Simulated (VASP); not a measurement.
# As in VASP: a series of runs

As is run at these levels: LDA; tasks: single point.

Program: VASP 6.6.1. These are calculated values, not measurements. Logs are shortened: lines on timing, memory, paths and dates and some standing lists are left out, and cuts for length are marked.

## 1. The cell of the first run

The cell holds a slab with vacuum, 2 atoms: a = 3.576 Å, b = 3.576 Å, c = 28.000 Å, α = 90.00°, β = 90.00°, γ = 120.00°.

## 2. Single point, LDA

Contents of INCAR:

```
SYSTEM = As
ALGO = Normal
DIPOL = 0.5 0.5 0.500
EDIFF = 1E-6
ENCUT = 520
IDIPOL = 3
ISIF = 2
ISMEAR = 0
LASPH = .True.
LCHARG = .False.
LDIPOL = .True.
LREAL = .False.
LWAVE = .False.
NBANDS = 12
NELM = 60
PREC = Accurate
SIGMA = 0.02
```

Contents of KPOINTS:

```
k-points
0
Gamma
  9 9 1
  0 0 0
```

Contents of POSCAR:

```
As
1.0
    3.5760000000      0.0000000000      0.0000000000
   -1.7880000000      3.0969068439      0.0000000000
    0.0000000000      0.0000000000     28.0000000000
As
2
Direct
    0.3333333333      0.6666666667      0.5158571429
    0.6666666667      0.3333333333      0.4841428571
```

Potentials or basis: VASP PAW LDA potentials, release 64 (As).

Run with:

```bash
$ cat potpaw_LDA.64/As/POTCAR > POTCAR
$ mpirun -np 1 vasp_std > vasp.out
```

OUTCAR:

```text
SYSTEM = As
   EDIFF = 1E-6
   ENCUT = 520
   ISIF = 2
   ISMEAR = 0
   LASPH = .True.
   LREAL = .False.
   NELM = 60
   PREC = Accurate

 ion  position               nearest neighbor table
   1  0.333  0.667  0.516-   2 2.25   2 2.25   2 2.25
   2  0.667  0.333  0.484-   1 2.25   1 2.25   1 2.25

  LATTYP: Found a hexagonal cell.
 ALAT       =     3.5760000000
 C/A-ratio  =     7.8299776286

  Lattice vectors:

 A1 = (   3.5760000000,   0.0000000000,   0.0000000000)
 A2 = (  -1.7880000000,   3.0969068439,   0.0000000000)
 A3 = (   0.0000000000,   0.0000000000,  28.0000000000)

Analysis of symmetry for initial positions (statically):
=====================================================================
 Subroutine PRICEL returns:
 Original cell was already a primitive cell.

 Routine SETGRP: Setting up the symmetry group for a
 hexagonal supercell.

 Subroutine GETGRP returns: Found 12 space group operations
 (whereof 12 operations were pure point group operations)
 out of a pool of 24 trial point group operations.

The static configuration has the point symmetry D_3d.

Analysis of symmetry for dynamics (positions and initial velocities):
=====================================================================
 Subroutine PRICEL returns:
 Original cell was already a primitive cell.

 Routine SETGRP: Setting up the symmetry group for a
 hexagonal supercell.

 Subroutine GETGRP returns: Found 12 space group operations
 (whereof 12 operations were pure point group operations)
 out of a pool of 24 trial point group operations.

The dynamic configuration has the point symmetry D_3d.

 Subroutine INISYM returns: Found 12 space group operations
 (whereof 12 operations are pure point group operations),
 and found     1 'primitive' translations

----------------------------------------------------------------------------------------

                                     Primitive cell

  volume of cell :     310.0871

  direct lattice vectors                    reciprocal lattice vectors
     3.576000000  0.000000000  0.000000000     0.279642058  0.161451418  0.000000000
    -1.788000000  3.096906844  0.000000000     0.000000000  0.322902835  0.000000000
     0.000000000  0.000000000 28.000000000     0.000000000  0.000000000  0.035714286

  length of vectors
     3.576000000  3.576000000 28.000000000     0.322902835  0.322902835  0.035714286

  position of ions in fractional coordinates (direct lattice)
     0.333333333  0.666666667  0.515857143
     0.666666667  0.333333333  0.484142857

  ion indices of the primitive-cell ions
   primitive index   ion index
                 1           1
                 2           2

----------------------------------------------------------------------------------------

 KPOINTS: k-points

Automatic generation of k-mesh.
 Grid dimensions read from file:
 generate k-points for:    9    9    1

 Generating k-lattice:

  Cartesian coordinates                     Fractional coordinates (reciprocal lattice)
     0.031071340  0.017939046  0.000000000     0.111111111 -0.000000000  0.000000000
     0.000000000  0.035878093  0.000000000     0.000000000  0.111111111  0.000000000
     0.000000000  0.000000000  0.035714286     0.000000000  0.000000000  1.000000000

  Length of vectors
     0.035878093  0.035878093  0.035714286

  Shift w.r.t. Gamma in fractional coordinates (k-lattice)
     0.000000000  0.000000000  0.000000000

 Subroutine IBZKPT returns following result:
 ===========================================

 Found     12 irreducible k-points:

 Following reciprocal coordinates:
            Coordinates               Weight
  0.000000  0.000000  0.000000      1.000000
  0.111111 -0.000000  0.000000      6.000000
  0.222222 -0.000000  0.000000      6.000000
  0.333333 -0.000000  0.000000      6.000000
  0.444444 -0.000000  0.000000      6.000000
  0.111111  0.111111  0.000000      6.000000
  0.222222  0.111111  0.000000     12.000000
  0.333333  0.111111  0.000000     12.000000
  0.444444  0.111111  0.000000      6.000000
  0.222222  0.222222  0.000000      6.000000
  0.333333  0.222222  0.000000     12.000000
  0.333333  0.333333  0.000000      2.000000
   k-points           NKPTS =     12   k-points in BZ     NKDIM =     12   number of bands    NBANDS=     12
   number of dos      NEDOS =    301   number of ions     NIONS =      2
   total plane-waves  NPLWV = 164640
   dimension x,y,z NGX =    28 NGY =   28 NGZ =  210
   dimension x,y,z NGXF=    56 NGYF=   56 NGZF=  420
   ions per type =               2
   NGX,Y,Z   is equivalent  to a cutoff of  13.02, 13.02, 12.47 a.u.
   NGXF,Y,Z  is equivalent  to a cutoff of  26.03, 26.03, 24.94 a.u.
 SYSTEM =  As
   PREC   = accura    normal or accurate (medium, high low for compatibility)
   ISTART =      0    job   : 0-new  1-cont  2-samecut
   ICHARG =      2    charge: 1-file 2-atom 10-const
   ISPIN  =      1    spin polarized calculation?
   LNONCOLLINEAR =      F non collinear calculations
   LSORBIT =      F    spin-orbit coupling
   LASPH  =      T    aspherical Exc in radial PAW
   ENCUT  =  520.0 eV  38.22 Ry    6.18 a.u.   6.65  6.65 52.06*2*pi/ulx,y,z
   NELM   =     60;   NELMIN=  2; NELMDL= -5     # of ELM steps
   EDIFF  = 0.1E-05   stopping-criterion for ELM
   LREAL  =      F    real-space projection
   EDIFFG = 0.1E-04   stopping-criterion for IOM
   NSW    =      0    number of steps for IOM
   IBRION =     -1    ionic relax: 0-MD 1-quasi-New 2-CG
   NFREE  =      0    steps in history (QN), initial steepest desc. (CG)
   ISIF   =      2    stress and relaxation
   ISYM   =      2    0-nonsym 1-usesym 2-fastsym
   POTIM  = 0.5000    time-step for ionic-motion
   TEBEG  =    0.0;   TEEND  =   0.0 temperature during run
   PSTRESS=    0.0 pullay stress
   NELECT =      10.0000    total number of electrons
   NUPDOWN=      -1.0000    fix difference up-down
   EMIN   =  10.00;   EMAX   =-10.00  energy-range for DOS
   EFERMI =   0.00;   METHOD = LEGACY
   ISMEAR =     0;   SIGMA  =   0.02  broadening in eV -4-tet -1-fermi 0-gaus
   EFERMI_NEDOS =   21; number of points for ismear=-14 and -15
   IALGO  =     38    algorithm
   IMIX   =      4    mixing-type and parameters
     AMIX     =   0.40;   BMIX     =  1.00
     AMIX_MAG =   1.60;   BMIX_MAG =  1.00
  volume/ion in A,a.u.               =     155.04      1046.29
  Fermi-wavevector in a.u.,A,eV,Ry     =   0.521091  0.984719  3.694470  0.271536
  Thomas-Fermi vector in A             =   1.539255
   LORBIT       =      0    0 simple, 1 ext, 2 COOP (PROOUT), +10 PAW based schemes
   GGA     = CA    functional components
   LHFCALC =     F    Hartree Fock is set to
   AEXX    =    0.0000 exact exchange contribution
   IVDW    =     0    specifies the selected vdW correction
   LEPSILON=     F    determine dielectric tensor
   LRPA    =     F    only Hartree local field effects (RPA)
 non-spin polarized calculation
 Gauss-broadening in eV      SIGMA  =   0.02
  energy-cutoff  :      520.00
  volume of cell :      310.09
 maximum number of plane-waves:      8445
 NGX is ok and might be reduce to    28
   NGX = 13   NGY = 13   NGZ =105

 number of electron      10.0000000 magnetization

 dipolmoment           0.000000      0.000000     -0.000000 electrons x Angstroem

 Free energy of the ion-electron system (eV)
  ---------------------------------------------------
  ext. energy  EPLUGINS =         0.00000000
  ---------------------------------------------------
  free energy    TOTEN  =        -8.92247141 eV

  energy without entropy =       -8.92083836  energy(sigma->0) =       -8.92165489

 E-fermi :  -3.3548     XC(G=0):  -1.8453

 val. band max:       -3.3952649568   @ k =   0.0000   0.0000   0.0000
 cond. band min:      -3.3529042589   @ k =   0.1111   0.1111   0.0000
 fundamental gap:      0.0423606980
 Fermi energy:        -3.3548229809

 k-point     1 :       0.0000    0.0000    0.0000
  band No.  band energies     occupation
      1     -19.8164      2.00000
      2     -10.3035      2.00000
      3      -6.4180      2.00000
      4      -6.4180      2.00000
      5      -4.1462      2.00000
      6      -3.3953      1.99576
      7      -1.4117      0.00000
      8      -1.4117      0.00000
      9       0.8213      0.00000
     10       1.2467      0.00000
     11       1.5738      0.00000
     12       1.7628      0.00000

 k-point     2 :       0.1111   -0.0000    0.0000
  band No.  band energies     occupation
      1     -19.6420      2.00000
      2     -10.3841      2.00000
      3      -7.7532      2.00000
      4      -6.7648      2.00000
      5      -3.3508      0.77528
      6      -3.0570      0.00000
      7      -1.3537      0.00000
      8      -0.8204      0.00000
      9       1.0078      0.00000
     10       1.3706      0.00000
     11       1.7294      0.00000
     12       1.9546      0.00000

 k-point     3 :       0.2222   -0.0000    0.0000
  band No.  band energies     occupation
      1     -19.1262      2.00000
      2     -11.3269      2.00000
      3      -8.6138      2.00000
      4      -7.4375      2.00000
      5      -3.5781      2.00000
      6      -3.0685      0.00000
      7       0.0670      0.00000
      8       0.4446      0.00000
      9       1.5089      0.00000
     10       1.6982      0.00000
     11       2.2297      0.00000
     12       2.5241      0.00000
[... 106 lines left out ...]
 k-point    11 :       0.3333    0.2222    0.0000
  band No.  band energies     occupation
      1     -16.8475      2.00000
      2     -14.9252      2.00000
      3     -10.2305      2.00000
      4      -6.8122      2.00000
      5      -5.2212      2.00000
      6      -0.6604      0.00000
      7      -0.2609      0.00000
      8       1.4524      0.00000
      9       3.0758      0.00000
     10       3.5566      0.00000
     11       4.4800      0.00000
     12       4.8678      0.00000

 k-point    12 :       0.3333    0.3333    0.0000
  band No.  band energies     occupation
      1     -15.8786      2.00000
      2     -15.8786      2.00000
      3     -10.7046      2.00000
      4      -5.9654      2.00000
      5      -5.9654      2.00000
      6      -1.0564      0.00000
      7       1.8277      0.00000
      8       1.8277      0.00000
      9       3.0840      0.00000
     10       3.3357      0.00000
     11       3.3357      0.00000
     12       5.0248      0.00000

------------------------ aborting loop because EDIFF is reached ----------------------------------------

 vacuum level on the upper side and lower side of the slab       (xc-potential included)        -0.007        -0.007

  FORCE on cell =-STRESS in cart. coord.  units (eV):
  Direction    XX          YY          ZZ          XY          YZ          ZX
  --------------------------------------------------------------------------------------
  -------------------------------------------------------------------------------------
  Total        6.1783388      6.1783388      4.4785325      0.0000000      0.0000000      0.0000000
  in kB       31.9226268     31.9226268     23.1399614      0.0000000      0.0000000      0.0000000
  external PRESSURE =      28.9950717 kB  Pullay stress =       0.0000000 kB

 VOLUME and BASIS-vectors are now :
 -----------------------------------------------------------------------------
  energy-cutoff  :      520.00
  volume of cell :      310.09
      direct lattice vectors                 reciprocal lattice vectors
     3.576000000  0.000000000  0.000000000     0.279642058  0.161451418  0.000000000
    -1.788000000  3.096906844  0.000000000     0.000000000  0.322902835  0.000000000
     0.000000000  0.000000000 28.000000000     0.000000000  0.000000000  0.035714286

 POSITION                                       TOTAL-FORCE (eV/Angst)
 -----------------------------------------------------------------------------------
     -0.00000      2.06460     14.44400         0.000000     -0.000000      5.045994
      1.78800      1.03230     13.55600        -0.000000      0.000000     -5.045994
 -----------------------------------------------------------------------------------
    total drift:                               -0.000000      0.000000      0.000000

  FREE ENERGIE OF THE ION-ELECTRON SYSTEM (eV)
  ---------------------------------------------------
  free  energy   TOTEN  =        -8.9224714104 eV

  energy  without entropy=       -8.9208383601  energy(sigma->0) =       -8.92165489

 vacuum level on the upper side and lower side of the slab         1.430         1.430
```

It took 52 s on 1 thread of Intel Xeon Platinum 8488C (Sapphire Rapids), shared host; peak memory 0.31 GiB.

Results:

| Quantity | Value |
| --- | --- |
| Free energy | -8.9225 eV |
| Largest force | 5.046 eV/Å |
| Band gap on the k mesh | zero (band 5 reaches -3.35 eV, above the bottom of band 6 at -3.63 eV) |

Forces in eV/Å, atoms in the order of the input:
```
As   0.000  0.000  5.046
As   0.000  0.000 -5.046
```

(Continued in part 2 of 2.)
